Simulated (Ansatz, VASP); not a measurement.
# Two plane-wave programs on Cu

The input INCAR:

```
  ALGO = Normal
  EDIFF = 1E-6
  EDIFFG = -0.01
  ENCUT = 600
  GGA = RE
  IBRION = 2
  ISIF = 3
  ISMEAR = -1
  LASPH = True
  LCHARG = False
  LREAL = False
  LWAVE = False
  NELM = 60
  NSW = 60
  PREC = Accurate
  SIGMA = 0.05
```

File KPOINTS:

```
k-points
0
Gamma
  12 12 7
```

The input POSCAR:

```
Cu
1.0
    2.5340966698      0.0000000000      0.0000000000
   -1.2670483349      2.1945920917      0.0000000000
    0.0000000000      0.0000000000      4.1125710000
Cu
2
Direct
    0.6666666667      0.3333333333      0.7500000000
    0.3333333333      0.6666666667      0.2500000000
```

Contents of input.yaml:

```yaml
crystal:
  lattice:
    - [2.5340966698, 0.0, 0.0]
    - [-1.2670483349, 2.1945920917, 0.0]
    - [0.0, 0.0, 4.112571]
  atoms:
    - { symbol: Cu, position: [0.6666666667, 0.3333333333, 0.75] }
    - { symbol: Cu, position: [0.3333333333, 0.6666666667, 0.25] }
hamiltonian:
  xc: revpbe
  pseudopotentials: { kind: paw }
kpoints:
  mp_grid: { grid: [12, 12, 7] }
scf:
  occupations: { method: fermi_dirac, width: 0.05 }
output:
  forces: true
  stress: true
  eigenvalues: true
relax:
  f_tol: 0.01
  max_steps: 40
  cell: { stress_tol: 0.05 }
```

Alike in both runs: task relaxation of cell and atoms; functional revPBE; k mesh 12 × 12 × 7; occupations fermi-dirac, width 0.05 eV; no spin polarisation.

|  | VASP | Ansatz |
| --- | --- | --- |
| version | VASP 6.6.1 | Ansatz 0.2.0 |
| potentials or method | VASP PAW PBE potentials, release 64 (Cu) | Ansatz PAW |
| plane-wave cutoff (eV) | 600 | 420 |
| valence electrons in the cell | 22 | 38 |

Ansatz gave:

```
gap on the k mesh at the Fermi level, each at its own relaxed structure (eV) : none
relaxed volume (Å³/atom)                                                     : 12.30
relaxed cell length with the largest relative difference (Å)                 : 4.213
```

Question: Estimate VASP's values.

Answer: gap on the k mesh at the Fermi level, each at its own relaxed structure (eV): none; relaxed volume (Å³/atom): 12.36; relaxed cell length with the largest relative difference (Å): 4.220.

VASP's potentials were made for PBE, not for revPBE. A gap of «none» marks a metal or a gap that the smearing closes. VASP's potentials hold 22 valence electrons a cell and Ansatz's 38, so a difference there can come from the potentials and not from the codes.

Noted on Ansatz's run: the plane-wave basis is chosen anew once the cell has moved, so the energies of steps on either side of that aren't comparable.
